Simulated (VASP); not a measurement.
## AlN: single point with PBEsol

AlN:

```
Al N
1.0
     0.00000    1.96003    1.96003
     1.96003    0.00000    1.96003
     1.96003    1.96003    0.00000
Al N
1 1
Direct
  0.50000 0.50000 0.50000
  0.00000 0.00000 0.00000
```

* Program: VASP 6.6.1
* Task: single point
* Functional: PBEsol
* Potentials or basis: VASP PAW PBE potentials, release 64 (Al, N)
* Cutoff: 600 eV
* k mesh: 10 × 10 × 10
* Occupations: gaussian, width 0.02 eV
* Spin: no spin polarisation

* Pressure: 29.7 GPa
* Band gap on the k mesh: 4.96 eV (least direct gap 7.07 eV)

Levels at points of the mesh, in eV from the valence-band top:
| k point | band 1 | band 2 | band 3 | band 4 | band 5 | band 6 | band 7 | band 8 |
| --- | --- | --- | --- | --- | --- | --- | --- | --- |
| (0.00, 0.00, 0.00) | -18.43 | 0.00 | 0.00 | 0.00 | 7.07 | 12.31 | 12.31 | 12.31 |
| (0.50, 0.00, 0.00) | -14.74 | -8.99 | -1.28 | -1.28 | 6.64 | 11.67 | 11.67 | 14.63 |
| (0.50, 0.50, 0.00) | -13.61 | -8.10 | -3.07 | -3.07 | 4.96 | 5.48 | 15.13 | 18.67 |

Run time: 5.8 s on 1 thread of Intel(R) Xeon(R) Platinum 8488C (Sapphire Rapids), with other jobs on the host, peak memory 0.13 GiB.

Caveat: the cell stands under pressure; the PAW data sets were made with another functional, which shifts forces and pressure a little. A k mesh can miss the band edges.
